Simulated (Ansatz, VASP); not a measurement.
Two plane-wave programs on Cs2H

```
Cs H
1.0
     5.54720    0.00000    0.00000
    -2.77360    4.80402    0.00000
     0.00000    0.00000    4.52300
Cs H
2 1
Direct
  0.33333 0.66667 0.50000
  0.66667 0.33333 0.50000
  0.00000 0.00000 0.50000
```

Alike in both runs: task single point; functional PBE; k mesh 6 × 6 × 4; occupations gaussian, width 0.1 eV; no spin polarisation.

```csv
,VASP,Ansatz
version,VASP 6.6.1,Ansatz 0.2.0
potentials or method,"VASP PAW PBE potentials, release 64 (Cs_sv, H), cutoff 520 eV","scalar-relativistic, plane waves, PAW"
valence electrons in the cell,19,19
```

|  | VASP | Ansatz | Ansatz less VASP |
| --- | --- | --- | --- |
| gap on the k mesh at the Fermi level (eV) | none | none | - |
| pressure (GPa) | 4.0 | 3.9 | -0.12 |
| traceless stress, the component that is largest in VASP (GPa) | -3.31 | -3.19 | +0.121 |

A gap of «none» marks a metal or a gap that the smearing closes. With one functional, cell and mesh, what is left measures potentials, basis and numerics.

Neither program's run includes spin-orbit coupling.
